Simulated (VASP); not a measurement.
# NaScSe2 (P4/nmm) in VASP: single point with r2SCAN

Aim: the single point of NaScSe2 with r2SCAN.

All numbers are computed with VASP 6.6.1; they aren't measurements. Logs are shortened: lines on timing, memory, paths and dates and some standing lists are left out, and cuts for length are marked.

## (1) The cell of the first run

It takes space group P4/nmm (No. 129, tetragonal). The conventional cell has a = 4.071 Å, b = 4.071 Å, c = 11.818 Å, α = 90.00°, β = 90.00°, γ = 90.00°. Within 3.9 Å of Na (site symmetry 4mm) lie 6 Se at 2.91 to 3.33 Å and 4 Na at 3.90 Å. Within 3.3 Å of Se (site symmetry 4mm) lie 1 Sc at 2.49 Å and 5 Na at 2.91 to 3.08 Å. Within 3.9 Å of Se (site symmetry 4mm) lie 5 Sc at 2.91 Å and 1 Na at 3.33 Å and 4 Se at 3.83 Å. Sc (site symmetry 4mm) has 6 Se at 2.49 to 2.91 Å within 3.3 Å.

## (2) Single point, r2SCAN (24.49 Å³/atom)

Input file POSCAR:

```
NaScSe2
1.0
    4.0714604722      0.0000000000      0.0000000000
    0.0000000000      4.0714604722      0.0000000000
    0.0000000000      0.0000000000     11.8181140788
Na Se Sc
2 4 2
Direct
    0.5000000000      0.0000000000      0.8887268132
    0.0000000000      0.5000000000      0.1112731868
    0.5000000000      0.0000000000      0.1496489699
    0.0000000000      0.5000000000      0.3933450312
    0.5000000000      0.0000000000      0.6066549688
    0.0000000000      0.5000000000      0.8503510301
    0.5000000000      0.0000000000      0.3603642059
    0.0000000000      0.5000000000      0.6396357941
```

Input file INCAR.step1:

```
PREC = Accurate ; ENCUT = 520
ISMEAR = 0 ; SIGMA = 0.01
LREAL = False ; LASPH = True
NELM = 60 ; NBANDS = 40
GGA = PE ; ALGO = Normal
EDIFF = 1E-4 ; LWAVE = True
LCHARG = False
```

Input file INCAR.step2:

```
PREC = Accurate ; ENCUT = 520
EDIFF = 1E-6 ; ISMEAR = 0
SIGMA = 0.01 ; LREAL = False
LASPH = True ; NELM = 60
ALGO = Normal ; ISIF = 2
LWAVE = False ; LCHARG = False
METAGGA = R2SCAN ; LMIXTAU = True
NBANDS = 40 ; ISTART = 1
```

Input file KPOINTS:

```
Automatic mesh
0
Gamma
  6 6 2
```

Potentials or basis: VASP PAW PBE potentials, release 64 (Na_pv, Se, Sc_sv).

Command:

```sh
$ cat potpaw_PBE.64/Na_pv/POTCAR potpaw_PBE.64/Se/POTCAR potpaw_PBE.64/Sc_sv/POTCAR > POTCAR
$ cp INCAR.step1 INCAR
$ mpirun -np 1 vasp_std > vasp.out
$ cp INCAR.step2 INCAR
$ mpirun -np 1 vasp_std > vasp.out
```

OUTCAR:

```text
PREC = Accurate
   ENCUT = 520
   EDIFF = 1E-6
   ISMEAR = 0
   LREAL = False
   LASPH = True
   NELM = 60
   ISIF = 2
   METAGGA = R2SCAN
   ISTART = 1

 ion  position               nearest neighbor table
   1  0.500  0.000  0.889-
   2  0.000  0.500  0.111-
   3  0.500  0.000  0.150-   7 2.49
   4  0.000  0.500  0.393-   7 2.91   7 2.91   7 2.91   7 2.91   8 2.91
   5  0.500  0.000  0.607-   8 2.91   8 2.91   8 2.91   8 2.91   7 2.91
   6  0.000  0.500  0.850-   8 2.49
   7  0.500  0.000  0.360-   3 2.49   4 2.91   4 2.91   4 2.91   4 2.91   5 2.91
   8  0.000  0.500  0.640-   6 2.49   5 2.91   5 2.91   5 2.91   5 2.91   4 2.91

  LATTYP: Found a simple tetragonal cell.
 ALAT       =     4.0714604722
 C/A-ratio  =     2.9026719428

  Lattice vectors:

 A1 = (   4.0714604722,   0.0000000000,   0.0000000000)
 A2 = (   0.0000000000,   4.0714604722,   0.0000000000)
 A3 = (   0.0000000000,   0.0000000000,  11.8181140788)

Analysis of symmetry for initial positions (statically):
=====================================================================
 Subroutine PRICEL returns:
 Original cell was already a primitive cell.

 Routine SETGRP: Setting up the symmetry group for a
 simple tetragonal supercell.

 Subroutine GETGRP returns: Found 16 space group operations
 (whereof  8 operations were pure point group operations)
 out of a pool of 16 trial point group operations.

The static configuration has the point symmetry D_2d.
 The point group associated with its full space group is D_4h.

Analysis of symmetry for dynamics (positions and initial velocities):
=====================================================================
 Subroutine PRICEL returns:
 Original cell was already a primitive cell.

 Routine SETGRP: Setting up the symmetry group for a
 simple tetragonal supercell.

 Subroutine GETGRP returns: Found 16 space group operations
 (whereof  8 operations were pure point group operations)
 out of a pool of 16 trial point group operations.

The dynamic configuration has the point symmetry D_2d.
 The point group associated with its full space group is D_4h.

 Subroutine INISYM returns: Found 16 space group operations
 (whereof  8 operations are pure point group operations),
 and found     1 'primitive' translations

[... 103 lines left out ...]
   EDIFFG = 0.1E-04   stopping-criterion for IOM
   NSW    =      0    number of steps for IOM
   IBRION =     -1    ionic relax: 0-MD 1-quasi-New 2-CG
   NFREE  =      0    steps in history (QN), initial steepest desc. (CG)
   ISIF   =      2    stress and relaxation
   ISYM   =      2    0-nonsym 1-usesym 2-fastsym
   POTIM  = 0.5000    time-step for ionic-motion
   TEBEG  =    0.0;   TEEND  =   0.0 temperature during run
   PSTRESS=    0.0 pullay stress
   NELECT =      60.0000    total number of electrons
   NUPDOWN=      -1.0000    fix difference up-down
   EMIN   =  10.00;   EMAX   =-10.00  energy-range for DOS
   EFERMI =   0.00;   METHOD = LEGACY
   ISMEAR =     0;   SIGMA  =   0.01  broadening in eV -4-tet -1-fermi 0-gaus
   EFERMI_NEDOS =   21; number of points for ismear=-14 and -15
   IALGO  =     38    algorithm
   IMIX   =      4    mixing-type and parameters
     AMIX     =   0.40;   BMIX     =  1.00
     AMIX_MAG =   1.60;   BMIX_MAG =  1.00
  volume/ion in A,a.u.               =      24.49       165.26
  Fermi-wavevector in a.u.,A,eV,Ry     =   1.103509  2.085329 16.568238  1.217731
  Thomas-Fermi vector in A             =   2.239968
   LORBIT       =      0    0 simple, 1 ext, 2 COOP (PROOUT), +10 PAW based schemes
   METAGGA = R2SCAN    functional components
   LHFCALC =     F    Hartree Fock is set to
   AEXX    =    0.0000 exact exchange contribution
   IVDW    =     0    specifies the selected vdW correction
   LEPSILON=     F    determine dielectric tensor
   LRPA    =     F    only Hartree local field effects (RPA)
 non-spin polarized calculation
 Gauss-broadening in eV      SIGMA  =   0.01
  energy-cutoff  :      520.00
  volume of cell :      195.91
 maximum number of plane-waves:      5318
   NGX = 15   NGY = 15   NGZ = 43

 number of electron      59.9999985 magnetization

 Free energy of the ion-electron system (eV)
  ---------------------------------------------------
  ext. energy  EPLUGINS =         0.00000000
  ---------------------------------------------------
  free energy    TOTEN  =      -100.35057902 eV

  energy without entropy =     -100.35057902  energy(sigma->0) =     -100.35057902

 E-fermi :   1.9790     XC(G=0):  -9.3914

 val. band max:        1.8863223568   @ k =   0.3333   0.0000   0.0000
 cond. band min:       2.3704518196   @ k =   0.0000   0.0000   0.0000
 fundamental gap:      0.4841294628
 Fermi energy:         1.9789954037

 k-point     1 :       0.0000    0.0000    0.0000
  band No.  band energies     occupation
      1     -50.2323      2.00000
      2     -50.2316      2.00000
      3     -27.9133      2.00000
      4     -27.9133      2.00000
      5     -27.9102      2.00000
      6     -27.9102      2.00000
[... 849 lines left out ...]
     39       4.7203      0.00000
     40       4.7203      0.00000

------------------------ aborting loop because EDIFF is reached ----------------------------------------

  FORCE on cell =-STRESS in cart. coord.  units (eV):
  Direction    XX          YY          ZZ          XY          YZ          ZX
  --------------------------------------------------------------------------------------
  -------------------------------------------------------------------------------------
  Total       -3.2310022     -3.2310022     -4.4090565      0.0000000      0.0000000      0.0000000
  in kB      -26.4240398    -26.4240398    -36.0584976      0.0000000      0.0000000      0.0000000
  external PRESSURE =     -29.6355257 kB  Pullay stress =       0.0000000 kB

 VOLUME and BASIS-vectors are now :
 -----------------------------------------------------------------------------
  energy-cutoff  :      520.00
  volume of cell :      195.91
      direct lattice vectors                 reciprocal lattice vectors
     4.071460472  0.000000000  0.000000000     0.245612111  0.000000000  0.000000000
     0.000000000  4.071460472  0.000000000     0.000000000  0.245612111  0.000000000
     0.000000000  0.000000000 11.818114079     0.000000000  0.000000000  0.084615870

 POSITION                                       TOTAL-FORCE (eV/Angst)
 -----------------------------------------------------------------------------------
      2.03573      0.00000     10.50307         0.000000      0.000000     -0.018331
      0.00000      2.03573      1.31504         0.000000     -0.000000      0.018331
      2.03573      0.00000      1.76857         0.000000      0.000000      0.379541
      0.00000      2.03573      4.64860         0.000000     -0.000000      0.103844
      2.03573      0.00000      7.16952         0.000000      0.000000     -0.103844
      0.00000      2.03573     10.04955         0.000000     -0.000000     -0.379541
      2.03573      0.00000      4.25883        -0.000000     -0.000000     -0.229552
      0.00000      2.03573      7.55929         0.000000     -0.000000      0.229552
 -----------------------------------------------------------------------------------
    total drift:                                0.000000      0.000000     -0.000000

  FREE ENERGIE OF THE ION-ELECTRON SYSTEM (eV)
  ---------------------------------------------------
  free  energy   TOTEN  =      -100.3505790163 eV

  energy  without entropy=     -100.3505790163  energy(sigma->0) =     -100.35057902
```

OSZICAR.step1:

```text
N       E                     dE             d eps       ncg     rms          rms(c)
DAV:   1     0.809769082494E+03    0.80977E+03   -0.26793E+04  1600   0.149E+03
DAV:   2     0.596021325166E+02   -0.75017E+03   -0.73585E+03  1632   0.495E+02
DAV:   3    -0.407063462660E+02   -0.10031E+03   -0.94887E+02  2552   0.180E+02
DAV:   4    -0.463556147382E+02   -0.56493E+01   -0.56301E+01  2416   0.421E+01
DAV:   5    -0.464785229041E+02   -0.12291E+00   -0.12278E+00  2520   0.757E+00    0.112E+01
DAV:   6    -0.405307256914E+02    0.59478E+01   -0.14039E+01  2400   0.247E+01    0.432E+00
DAV:   7    -0.404845955326E+02    0.46130E-01   -0.17663E+00  2248   0.580E+00    0.262E+00
DAV:   8    -0.404685676524E+02    0.16028E-01   -0.34216E-01  2488   0.422E+00    0.129E+00
DAV:   9    -0.404556782666E+02    0.12889E-01   -0.18564E-01  2344   0.362E+00    0.677E-01
DAV:  10    -0.404457699513E+02    0.99083E-02   -0.42318E-02  2368   0.201E+00    0.246E-01
DAV:  11    -0.404457820295E+02   -0.12078E-04   -0.69728E-03  2312   0.591E-01    0.115E-01
DAV:  12    -0.404458070160E+02   -0.24986E-04   -0.85466E-04  1536   0.144E-01
   1 F= -.40445807E+02 E0= -.40445807E+02  d E =-.300009E-13
```

It took 5.1 min on 1 thread of Intel Xeon 6975P-C (Granite Rapids), shared host; peak memory 0.38 GiB.

Results:

| Property | Result |
| --- | --- |
| Free energy | -100.3506 eV |
| Pressure | -3.0 GPa |
| Largest force | 0.380 eV/Å |
| Band gap on the k mesh | 0.48 eV (least direct gap 0.49 eV) |

Forces in eV/Å, atoms in the order of the input:
```
Na   0.000  0.000 -0.018
Na   0.000  0.000  0.018
Se   0.000  0.000  0.380
Se   0.000  0.000  0.104
Se   0.000  0.000 -0.104
Se   0.000  0.000 -0.380
Sc   0.000  0.000 -0.230
Sc   0.000  0.000  0.230
```

Levels at points of the mesh, in eV from the valence-band top:
```csv
k point,band 28,band 29,band 30,band 31,band 32,band 33
"(0.00, 0.00, 0.00)",-0.30,-0.01,-0.01,0.48,0.91,1.67
"(0.50, 0.00, 0.00)",-1.32,-0.02,-0.02,2.45,2.45,2.54
"(0.50, 0.50, 0.00)",-1.29,-1.17,-1.17,1.88,1.88,2.53
"(0.00, 0.00, 0.50)",-0.18,-0.13,-0.13,0.48,0.91,1.67
"(0.50, 0.00, 0.50)",-0.97,-0.02,-0.02,2.37,2.37,2.51
"(0.50, 0.50, 0.50)",-1.57,-1.21,-1.21,2.13,2.13,2.32
```

Caveat: semilocal functionals underestimate gaps, and a narrow one can read as zero; the PAW data sets were made with another functional, which shifts forces and pressure a little.
